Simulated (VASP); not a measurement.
# Al in VASP: notebook, part 3 of 3

VASP 6.6.1. The steps go on from the part before.

## (6) Single point, PBEsol

This run uses another cell than the first one, of 16.01 Å³/atom, 0.923 times its volume.

INCAR

```
SYSTEM = Al
PREC     = Accurate       ! precision mode
ENCUT    = 520            ! plane-wave cutoff, eV
EDIFF    = 1E-6           ! SCF threshold, eV
ISMEAR   = -1             ! smearing method
SIGMA    = 0.05           ! smearing width, eV
LREAL    = .FALSE.        ! projectors in reciprocal space
LASPH    = .TRUE.         ! aspherical terms in the spheres
NELM     = 80             ! most SCF steps
ALGO     = Fast           ! electronic algorithm
ISIF     = 2              ! what is computed and relaxed
LWAVE    = .FALSE.        ! write WAVECAR
LCHARG   = .TRUE.         ! write CHGCAR
GGA      = PS             ! functional
LELF     = .TRUE.         ! ELF
LVHAR    = .TRUE.       
NBANDS   = 10             ! bands
```

KPOINTS

```
regular mesh
0
G
  11 11 6
  0 0 0
```

POSCAR

```
Al
1.0
    2.7562062445      0.0000000000      0.0000000000
   -1.3781031222      2.3869446258      0.0000000000
    0.0000000000      0.0000000000      4.8668500000
Al
2
Direct
    0.3333333333      0.6666666667      0.2500000000
    0.6666666667      0.3333333333      0.7500000000
```

Potentials or basis: VASP PAW PBE potentials, release 64 (Al).

On the command line:

```sh
$ cat potpaw_PBE.64/Al/POTCAR > POTCAR
$ mpirun -np 1 vasp_std > vasp.out
```

OUTCAR:

```text
SYSTEM = Al
   PREC = Accurate
   ENCUT = 520
   EDIFF = 1E-6
   ISMEAR = -1
   LREAL = .FALSE.
   LASPH = .TRUE.
   NELM = 80
   ISIF = 2
   GGA = PS

 ion  position               nearest neighbor table
   1  0.333  0.667  0.250-   2 2.91   2 2.91   2 2.91   2 2.91   2 2.91   2 2.91
   2  0.667  0.333  0.750-   1 2.91   1 2.91   1 2.91   1 2.91   1 2.91   1 2.91

  LATTYP: Found a hexagonal cell.
 ALAT       =     2.7562062445
 C/A-ratio  =     1.7657785986

  Lattice vectors:

 A1 = (   2.7562062445,   0.0000000000,   0.0000000000)
 A2 = (  -1.3781031222,   2.3869446258,   0.0000000000)
 A3 = (   0.0000000000,   0.0000000000,   4.8668500000)

Analysis of symmetry for initial positions (statically):
=====================================================================
 Subroutine PRICEL returns:
 Original cell was already a primitive cell.

 Routine SETGRP: Setting up the symmetry group for a
 hexagonal supercell.

 Subroutine GETGRP returns: Found 24 space group operations
 (whereof 12 operations were pure point group operations)
 out of a pool of 24 trial point group operations.

The static configuration has the point symmetry D_3d.
 The point group associated with its full space group is D_6h.

Analysis of symmetry for dynamics (positions and initial velocities):
=====================================================================
 Subroutine PRICEL returns:
 Original cell was already a primitive cell.

 Routine SETGRP: Setting up the symmetry group for a
 hexagonal supercell.

 Subroutine GETGRP returns: Found 24 space group operations
 (whereof 12 operations were pure point group operations)
 out of a pool of 24 trial point group operations.

The dynamic configuration has the point symmetry D_3d.
 The point group associated with its full space group is D_6h.

 Subroutine INISYM returns: Found 24 space group operations
 (whereof 12 operations are pure point group operations),
 and found     1 'primitive' translations

----------------------------------------------------------------------------------------

                                     Primitive cell

  volume of cell :      32.0186

  direct lattice vectors                    reciprocal lattice vectors
     2.756206244  0.000000000  0.000000000     0.362817551  0.209472811  0.000000000
    -1.378103122  2.386944626  0.000000000     0.000000000  0.418945622  0.000000000
     0.000000000  0.000000000  4.866850000     0.000000000  0.000000000  0.205471712

  length of vectors
     2.756206244  2.756206244  4.866850000     0.418945622  0.418945622  0.205471712

  position of ions in fractional coordinates (direct lattice)
     0.333333333  0.666666667  0.250000000
     0.666666667  0.333333333  0.750000000

  ion indices of the primitive-cell ions
   primitive index   ion index
                 1           1
                 2           2

----------------------------------------------------------------------------------------

 KPOINTS: regular mesh

Automatic generation of k-mesh.
 Grid dimensions read from file:
 generate k-points for:   11   11    6

 Generating k-lattice:

  Cartesian coordinates                     Fractional coordinates (reciprocal lattice)
     0.032983414  0.019042983  0.000000000     0.090909091  0.000000000  0.000000000
     0.000000000  0.038085966  0.000000000     0.000000000  0.090909091  0.000000000
     0.000000000  0.000000000  0.034245285     0.000000000  0.000000000  0.166666667

  Length of vectors
     0.038085966  0.038085966  0.034245285

  Shift w.r.t. Gamma in fractional coordinates (k-lattice)
     0.000000000  0.000000000  0.000000000

 Subroutine IBZKPT returns following result:
 ===========================================

 Found     64 irreducible k-points:

 Following reciprocal coordinates:
            Coordinates               Weight
  0.000000  0.000000  0.000000      1.000000
  0.090909  0.000000  0.000000      6.000000
  0.181818  0.000000  0.000000      6.000000
  0.272727  0.000000  0.000000      6.000000
  0.363636  0.000000  0.000000      6.000000
  0.454545  0.000000  0.000000      6.000000
[... 16 lines left out ...]
  0.090909  0.090909  0.166667     12.000000
  0.181818  0.090909  0.166667     24.000000
 [... further k-points ...]
   k-points           NKPTS =     64   k-points in BZ     NKDIM =     64   number of bands    NBANDS=     10
   number of dos      NEDOS =    301   number of ions     NIONS =      2
   total plane-waves  NPLWV =  14400
   dimension x,y,z NGX =    20 NGY =   20 NGZ =   36
   dimension x,y,z NGXF=    40 NGYF=   40 NGZF=   72
   ions per type =               2
   NGX,Y,Z   is equivalent  to a cutoff of  12.06, 12.06, 12.30 a.u.
   NGXF,Y,Z  is equivalent  to a cutoff of  24.13, 24.13, 24.59 a.u.
 SYSTEM =  Al
   PREC   = accura    normal or accurate (medium, high low for compatibility)
   ISTART =      0    job   : 0-new  1-cont  2-samecut
   ICHARG =      2    charge: 1-file 2-atom 10-const
   ISPIN  =      1    spin polarized calculation?
   LNONCOLLINEAR =      F non collinear calculations
   LSORBIT =      F    spin-orbit coupling
   LASPH  =      T    aspherical Exc in radial PAW
   ENCUT  =  520.0 eV  38.22 Ry    6.18 a.u.   5.12  5.12  9.05*2*pi/ulx,y,z
   NELM   =     80;   NELMIN=  2; NELMDL= -5     # of ELM steps
   EDIFF  = 0.1E-05   stopping-criterion for ELM
   LREAL  =      F    real-space projection
   EDIFFG = 0.1E-04   stopping-criterion for IOM
   NSW    =      0    number of steps for IOM
   IBRION =     -1    ionic relax: 0-MD 1-quasi-New 2-CG
   NFREE  =      0    steps in history (QN), initial steepest desc. (CG)
   ISIF   =      2    stress and relaxation
   ISYM   =      2    0-nonsym 1-usesym 2-fastsym
   POTIM  = 0.5000    time-step for ionic-motion
   TEBEG  =    0.0;   TEEND  =   0.0 temperature during run
   PSTRESS=    0.0 pullay stress
   NELECT =       6.0000    total number of electrons
   NUPDOWN=      -1.0000    fix difference up-down
   EMIN   =  10.00;   EMAX   =-10.00  energy-range for DOS
   EFERMI =   0.00;   METHOD = LEGACY
   ISMEAR =    -1;   SIGMA  =   0.05  broadening in eV -4-tet -1-fermi 0-gaus
   EFERMI_NEDOS =   21; number of points for ismear=-14 and -15
   IALGO  =     68    algorithm
   IMIX   =      4    mixing-type and parameters
     AMIX     =   0.40;   BMIX     =  1.00
     AMIX_MAG =   1.60;   BMIX_MAG =  1.00
  volume/ion in A,a.u.               =      16.01       108.04
  Fermi-wavevector in a.u.,A,eV,Ry     =   0.936824  1.770340 11.941001  0.877639
  Thomas-Fermi vector in A             =   2.063872
   LORBIT       =      0    0 simple, 1 ext, 2 COOP (PROOUT), +10 PAW based schemes
   GGA     = PS    functional components
   LHFCALC =     F    Hartree Fock is set to
   AEXX    =    0.0000 exact exchange contribution
   IVDW    =     0    specifies the selected vdW correction
   LEPSILON=     F    determine dielectric tensor
   LRPA    =     F    only Hartree local field effects (RPA)
 non-spin polarized calculation
 RMM-DIIS sequential band-by-band and
  energy-cutoff  :      520.00
  volume of cell :       32.02
 maximum number of plane-waves:       878
   NGX = 11   NGY = 11   NGZ = 19

 number of electron       6.0000000 magnetization

 Free energy of the ion-electron system (eV)
  ---------------------------------------------------
  ext. energy  EPLUGINS =         0.00000000
  ---------------------------------------------------
  free energy    TOTEN  =        -8.10283549 eV

  energy without entropy =       -8.09696783  energy(sigma->0) =       -8.09990166

 E-fermi :   8.2900     XC(G=0): -10.3653

 val. band max:        8.2083396653   @ k =   0.0909   0.0909   0.3333
 cond. band min:       8.3201338334   @ k =   0.2727   0.1818   0.3333
 fundamental gap:      0.1117941680
 Fermi energy:         8.2900037325

 k-point     1 :       0.0000    0.0000    0.0000
  band No.  band energies     occupation
      1      -3.0796      2.00000
      2       2.8960      2.00000
      3       3.1681      2.00000
      4      19.1941      0.00000
      5      20.3817      0.00000
      6      20.3817      0.00000
      7      20.4024      0.00000
      8      20.4024      0.00000
      9      20.4212      0.00000
     10      23.6805      0.00000
[... 287 lines left out ...]
 k-point    24 :       0.1818    0.0909    0.1667
  band No.  band energies     occupation
      1      -1.4144      2.00000
      2       2.6340      2.00000
      3       6.5711      2.00000
      4      12.1029      0.00000
      5      14.1317      0.00000
      6      15.9542      0.00000
      7      17.6642      0.00000
      8      18.2331      0.00000
      9      19.7873      0.00000
     10      21.3232      0.00000

 [... further k-points ...]
[... 5 lines left out ...]
  --------------------------------------------------------------------------------------
  -------------------------------------------------------------------------------------
  Total        0.9046533      0.9046533     -0.4153208      0.0000000      0.0000000     -0.0000000
  in kB       45.2679396     45.2679396    -20.7822357      0.0000000      0.0000000     -0.0000000
  external PRESSURE =      23.2512145 kB  Pullay stress =       0.0000000 kB

 VOLUME and BASIS-vectors are now :
 -----------------------------------------------------------------------------
  energy-cutoff  :      520.00
  volume of cell :       32.02
      direct lattice vectors                 reciprocal lattice vectors
     2.756206244  0.000000000  0.000000000     0.362817551  0.209472811  0.000000000
    -1.378103122  2.386944626  0.000000000     0.000000000  0.418945622  0.000000000
     0.000000000  0.000000000  4.866850000     0.000000000  0.000000000  0.205471712

 POSITION                                       TOTAL-FORCE (eV/Angst)
 -----------------------------------------------------------------------------------
     -0.00000      1.59130      1.21671         0.000000     -0.000000      0.000000
      1.37810      0.79565      3.65014        -0.000000      0.000000     -0.000000
 -----------------------------------------------------------------------------------
    total drift:                                0.000000     -0.000000     -0.000000

  FREE ENERGIE OF THE ION-ELECTRON SYSTEM (eV)
  ---------------------------------------------------
  free  energy   TOTEN  =        -8.1028354890 eV

  energy  without entropy=       -8.0969678319  energy(sigma->0) =       -8.09990166
```

Run time: 24 s. Hardware: 1 thread of Intel Xeon 8259CL, shared host; peak memory 0.14 GiB.

What came out:

| Property | Result |
| --- | --- |
| Free energy | -8.1028 eV |
| Pressure | 2.3 GPa |
| Band gap on the k mesh | zero (band 3 reaches 11.66 eV, above the bottom of band 4 at 5.35 eV) |

Levels at points of the mesh, in eV from the Fermi level:
```csv
k point,band 1,band 2,band 3,band 4,band 5,band 6
"(0.00, 0.00, 0.00)",-11.37,-5.39,-5.12,10.90,12.09,12.09
"(0.00, 0.00, 0.50)",-9.82,-9.82,2.06,2.06,12.92,12.92
```

Caveat: the PAW data sets were made with another functional, which shifts forces and pressure a little.

## (7) Overview

```tsv
level	potentials or basis	cell	gap on the mesh (eV)	pressure (GPa)
LDA	VASP PAW LDA potentials, release 64 (Al)	a = 2.849, b = 2.849, c = 4.931 Å, angles 90.0, 90.0, 120.0°, 2 atoms	none	-5.4
LDA	VASP PAW LDA potentials, release 64 (Al)	a = 2.868, b = 2.868, c = 4.962 Å, angles 90.0, 90.0, 120.0°, 2 atoms	none	-6.4
PBE	VASP PAW PBE potentials, release 64 (Al)	a = 2.812, b = 2.825, c = 4.867 Å, angles 90.0, 90.0, 120.4°, 2 atoms	none	0.1
PBEsol	VASP PAW PBE potentials, release 64 (Al)	a = 2.700, b = 2.700, c = 4.867 Å, angles 90.0, 90.0, 120.0°, 2 atoms	none	6.6
PBEsol	VASP PAW PBE potentials, release 64 (Al)	a = 2.756, b = 2.756, c = 4.867 Å, angles 90.0, 90.0, 120.0°, 2 atoms	none	2.3
```

Alike in all rows: task single point; no spin polarisation; k mesh 11 × 11 × 6; cutoff (eV) 520; smearing fermi-dirac 0.05 eV.

Caveats: the PAW data sets were made with another functional, which shifts forces and pressure a little (some runs).

Total energies depend on the potentials used, so only differences within one code and one set of settings carry meaning.
